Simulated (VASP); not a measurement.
A run of VASP 6.6.1 is set up as follows.

File INCAR:

```
SYSTEM = Si2Sn
ALGO = Normal
EDIFF = 1E-7
ENCUT = 520
GGA = PE
ISIF = 2
ISMEAR = 0
LASPH = .TRUE.
LCHARG = .FALSE.
LREAL = .FALSE.
LWAVE = .FALSE.
NBANDS = 18
NELM = 80
PREC = Accurate
SIGMA = 0.1
```

File KPOINTS:

```
k-points
0
G
  14 14 10
  0 0 0
```

Contents of POSCAR:

```
Si2Sn
1.0
    3.2702725965     -1.8884739184      0.0155643747
    3.2702725965      1.8884739184      0.0155643747
   -0.0381199131      0.0000000000      5.0566516347
Si Sn
2 1
Direct
    0.6663748592      0.6663748592      0.3989418020
    0.3336251408      0.3336251408      0.6010581980
    0.0000000000      0.0000000000      0.0000000000
```

Potentials or basis: VASP PAW PBE potentials, release 64 (Si, Sn_d).

Launch:

```bash
$ cat potpaw_PBE.64/Si/POTCAR potpaw_PBE.64/Sn_d/POTCAR > POTCAR
$ mpirun -np 1 vasp_std > vasp.out
```

Question: Estimate the largest force.

Answer: 0.013 eV/Å.

Question: What does it give for the pressure?

Answer: -0.1 GPa.

Question: Predict the band gap on the k mesh.

Answer: Zero (bands 11 and 12 overlap by 3.73 eV).

Forces in eV/Å, atoms in the order of the input:
```
Si   0.009  0.000  0.009
Si  -0.009  0.000 -0.009
Sn   0.000  0.000  0.000
```

Caveat: spin-orbit coupling is left out, which moves the levels of the heavy elements.
